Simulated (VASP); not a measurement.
# LaO4 (Im-3m) in VASP: notebook, part 2 of 2

VASP 6.6.1. The steps go on from the part before.

## 3. Single point, PBE

This run uses another cell than the first one, of 17.12 Å³/atom, 1.024 times its volume.

File INCAR:

```
PREC = Accurate
ENCUT = 520
EDIFF = 1E-7
ISMEAR = 0
SIGMA = 0.1
LREAL = False
LASPH = True
NELM = 100
ALGO = Normal
ISIF = 2
LWAVE = False
LCHARG = False
GGA = PE
NBANDS = 26
```

File KPOINTS:

```
Automatic mesh
0
Gamma
  10 10 10
```

File POSCAR:

```
LaO4
1.0
   -2.7764908313      2.7764908313      2.7764908313
    2.7764908313     -2.7764908313      2.7764908313
    2.7764908313      2.7764908313     -2.7764908313
La O
1 4
Direct
    0.0000000000      0.0000000000      0.0000000000
    0.0000000000      0.5000000000      0.0000000000
    0.5000000000      0.5000000000      0.5000000000
    0.0000000000      0.0000000000      0.5000000000
    0.5000000000      0.0000000000      0.0000000000
```

Potentials or basis: VASP PAW PBE potentials, release 64 (La, O).

Run with:

```
cat potpaw_PBE.64/La/POTCAR potpaw_PBE.64/O/POTCAR > POTCAR
mpirun -np 1 vasp_std > vasp.out
```

Run time: 96 s. Hardware: 1 thread of Intel Xeon Platinum 8488C (Sapphire Rapids), shared host; peak memory 0.26 GiB.

Results (log left out):

```
Free energy : -26.2629 eV
Pressure    : -0.1 GPa
```

Levels at points of the mesh, in eV from the Fermi level:
```tsv
k point	band 15	band 16	band 17	band 18	band 19	band 20
(0.00, 0.00, 0.00)	-0.44	0.22	0.22	0.22	0.70	0.70
(0.50, 0.00, 0.00)	-0.64	-0.48	-0.32	0.09	0.22	0.30
(0.50, 0.50, 0.50)	-0.07	-0.07	-0.07	0.48	0.48	0.48
```

Caveat: spin-orbit coupling is left out, which moves the levels of the heavy elements; an odd number of electrons without spin polarisation forces a metal; a magnetic or distorted state may lie lower.

## 4. Single point, PBE

This run uses another cell than the first one, of 17.12 Å³/atom, 1.024 times its volume.

File INCAR:

```
SYSTEM = LaO4
ALGO = Normal ; EDIFF = 1E-6
ENCUT = 520 ; GGA = PE
ISIF = 2 ; ISMEAR = 0
LASPH = .True. ; LCHARG = .False.
LREAL = .False. ; LWAVE = .False.
NBANDS = 26 ; NELM = 60
PREC = Accurate ; SIGMA = 0.1
```

File KPOINTS:

```
k-points
0
Gamma
  10 10 10
  0 0 0
```

POSCAR is that of step 3.

Potentials or basis: VASP PAW PBE potentials, release 64 (La, O).

Run with:

```
cat potpaw_PBE.64/La/POTCAR potpaw_PBE.64/O/POTCAR > POTCAR
mpirun -np 1 vasp_std > vasp.out
```

OUTCAR:

```text
SYSTEM = LaO4
   EDIFF = 1E-6
   ENCUT = 520
   GGA = PE
   ISIF = 2
   ISMEAR = 0
   LASPH = .True.
   LREAL = .False.
   NELM = 60
   PREC = Accurate

 ion  position               nearest neighbor table
   1  0.000  0.000  0.000-   2 2.40   3 2.40   4 2.40   5 2.40   4 2.40   2 2.40   5 2.40   3 2.40

   2  0.000  0.500  0.000-   1 2.40   1 2.40
   3  0.500  0.500  0.500-   1 2.40   1 2.40
   4  0.000  0.000  0.500-   1 2.40   1 2.40
   5  0.500  0.000  0.000-   1 2.40   1 2.40

[... 891 lines left out ...]

 [... further k-points ...]
[... 5 lines left out ...]
  --------------------------------------------------------------------------------------
  -------------------------------------------------------------------------------------
  Total       -0.0597713     -0.0597713     -0.0597713     -0.0000000     -0.0000000     -0.0000000
  in kB       -1.1185480     -1.1185480     -1.1185480     -0.0000000     -0.0000000     -0.0000000
  external PRESSURE =      -1.1185480 kB  Pullay stress =       0.0000000 kB

 VOLUME and BASIS-vectors are now :
 -----------------------------------------------------------------------------
  energy-cutoff  :      520.00
  volume of cell :       85.61
      direct lattice vectors                 reciprocal lattice vectors
    -2.776490831  2.776490831  2.776490831     0.000000000  0.180083433  0.180083433
     2.776490831 -2.776490831  2.776490831     0.180083433  0.000000000  0.180083433
     2.776490831  2.776490831 -2.776490831     0.180083433  0.180083433  0.000000000

 POSITION                                       TOTAL-FORCE (eV/Angst)
 -----------------------------------------------------------------------------------
      0.00000      0.00000      0.00000        -0.000000      0.000000      0.000000
      1.38825     -1.38825      1.38825        -0.000000      0.000000     -0.000000
      1.38825      1.38825      1.38825        -0.000000     -0.000000      0.000000
      1.38825      1.38825     -1.38825        -0.000000     -0.000000     -0.000000
     -1.38825      1.38825      1.38825         0.000000      0.000000      0.000000
 -----------------------------------------------------------------------------------
    total drift:                               -0.000000     -0.000000      0.000000

  FREE ENERGIE OF THE ION-ELECTRON SYSTEM (eV)
  ---------------------------------------------------
  free  energy   TOTEN  =       -26.2629163123 eV

  energy  without entropy=      -26.1951883596  energy(sigma->0) =      -26.22905234
```

OSZICAR:

```text
N       E                     dE             d eps       ncg     rms          rms(c)
DAV:   1     0.402579186998E+03    0.40258E+03   -0.14747E+04  2558   0.183E+03
DAV:   2     0.546419436656E+02   -0.34794E+03   -0.30266E+03  2984   0.354E+02
DAV:   3    -0.212062607870E+02   -0.75848E+02   -0.73082E+02  3484   0.184E+02
DAV:   4    -0.268232413850E+02   -0.56170E+01   -0.50324E+01  3824   0.508E+01
DAV:   5    -0.271078680852E+02   -0.28463E+00   -0.27872E+00  3610   0.890E+00    0.823E+00
DAV:   6    -0.262653523201E+02    0.84252E+00   -0.22363E+00  3264   0.777E+00    0.395E+00
DAV:   7    -0.262256482695E+02    0.39704E-01   -0.35732E-01  4170   0.396E+00    0.160E+00
DAV:   8    -0.262463130544E+02   -0.20665E-01   -0.20001E-02  3692   0.931E-01    0.885E-01
DAV:   9    -0.262617741659E+02   -0.15461E-01   -0.15297E-02  3556   0.860E-01    0.124E-01
DAV:  10    -0.262626158669E+02   -0.84170E-03   -0.11956E-03  4320   0.234E-01    0.602E-02
DAV:  11    -0.262629129539E+02   -0.29709E-03   -0.39532E-04  3206   0.120E-01    0.144E-02
DAV:  12    -0.262629142871E+02   -0.13332E-05   -0.29462E-05  3904   0.344E-02    0.525E-03
DAV:  13    -0.262629165161E+02   -0.22290E-05   -0.49929E-06  2702   0.141E-02    0.353E-03
DAV:  14    -0.262629163123E+02    0.20377E-06   -0.40056E-07  2112   0.765E-03
   1 F= -.26262916E+02 E0= -.26229052E+02  d E =-.677280E-01
```

It took 87 s on 1 thread of Intel Xeon Platinum 8488C (Sapphire Rapids), shared host; peak memory 0.26 GiB.

What came out:

```
Free energy : -26.2629 eV
Pressure    : -0.1 GPa
```

Caveat: spin-orbit coupling is left out, which moves the levels of the heavy elements; an odd number of electrons without spin polarisation forces a metal; a magnetic or distorted state may lie lower.

## 5. Relaxation of cell and atoms, PBE

File INCAR:

```
PREC = Accurate ; ENCUT = 600
EDIFF = 1E-7 ; ISMEAR = 0
SIGMA = 0.1 ; LREAL = F
LASPH = T ; NELM = 80
ALGO = Normal ; ISIF = 3
LWAVE = F ; LCHARG = F
GGA = PE ; IBRION = 2
NSW = 100 ; EDIFFG = -0.01
```

File KPOINTS:

```
Automatic mesh
0
Gamma
  10 10 10
```

POSCAR: that of step 4 with these lines changed.

```diff
@@ -2,5 +2,5 @@
 1.0
-   -2.7764908313      2.7764908313      2.7764908313
-    2.7764908313     -2.7764908313      2.7764908313
-    2.7764908313      2.7764908313     -2.7764908313
+   -2.7548883576      2.7548883576      2.7548883576
+    2.7548883576     -2.7548883576      2.7548883576
+    2.7548883576      2.7548883576     -2.7548883576
 La O
```

Run with:

```
cat potpaw_PBE.64/La/POTCAR potpaw_PBE.64/O/POTCAR > POTCAR
mpirun -np 1 vasp_std > vasp.out
```

Wall time 4.5 min (1 thread of Intel Xeon Platinum 8488C (Sapphire Rapids), shared host); peak memory 0.32 GiB.

It converged, with:

| Property | Result |
| --- | --- |
| Free energy | -26.2635 eV |
| Relaxed volume | 17.06 Å³/atom |
| Relaxed cell | a = 4.803 Å, b = 4.803 Å, c = 4.803 Å, α = 109.47°, β = 109.47°, γ = 109.47° |
| Space group after relaxing (to 0.05 Å) | Im-3m (No. 229) |
| Energy gained by relaxing | 1.0 meV/atom |
| Ionic steps | 3 |
| Pressure after relaxing | 0.0 GPa |

Step by step:
| step | energy change (eV) | largest force (eV/Å) | pressure (GPa) | volume (Å³) |
| --- | --- | --- | --- | --- |
| 1 | 0.0000 | 0.0000 | 0.96 | 83.63 |
| 2 | -0.0046 | 0.0000 | 0.25 | 84.85 |
| 3 | -0.0050 | 0.0000 | 0.00 | 85.31 |

Final structure:
```yaml
crystal:
  lattice:
    - [-2.77314, 2.77314, 2.77314]
    - [2.77314, -2.77314, 2.77314]
    - [2.77314, 2.77314, -2.77314]
  atoms:
    - { symbol: La, position: [0.00000, 0.00000, 0.00000] }
    - { symbol: O, position: [0.00000, 0.50000, 0.00000] }
    - { symbol: O, position: [0.50000, 0.50000, 0.50000] }
    - { symbol: O, position: [0.00000, 0.00000, 0.50000] }
    - { symbol: O, position: [0.50000, 0.00000, 0.00000] }
```

Levels at points of the mesh, in eV from the Fermi level:
```
           k point  band 15  band 16  band 17  band 18  band 19  band 20
(0.00, 0.00, 0.00)    -0.44     0.22     0.22     0.22     0.71     0.71
(0.50, 0.00, 0.00)    -0.64    -0.49    -0.32     0.10     0.22     0.30
(0.50, 0.50, 0.50)    -0.08    -0.08    -0.08     0.48     0.48     0.48
```

Caveat: spin-orbit coupling is left out, which moves the levels of the heavy elements; an odd number of electrons without spin polarisation forces a metal; a magnetic or distorted state may lie lower.

## 6. The runs side by side

```csv
task,cell,k mesh,cutoff (eV),gap on the mesh (eV),pressure (GPa)
single point,"a = 4.772 Å, angles 109.5°, 5 atoms",4 × 4 × 4,520,none,0.0
single point,"a = 4.809 Å, angles 109.5°, 5 atoms",10 × 10 × 10,520,none,-0.1
relaxation of cell and atoms,"relaxed from a = 4.772 Å, angles 109.5°, 5 atoms",10 × 10 × 10,600,none,0.0
```

Alike in all rows: level PBE; potentials or basis VASP PAW PBE potentials, release 64 (La, O); no spin polarisation; smearing gaussian 0.1 eV.

Caveats: some runs use coarse meshes; spin-orbit coupling is left out, which moves the levels of the heavy elements; an odd number of electrons without spin polarisation forces a metal; a magnetic or distorted state may lie lower.

Absolute energies hang on the potentials; compare differences alone.
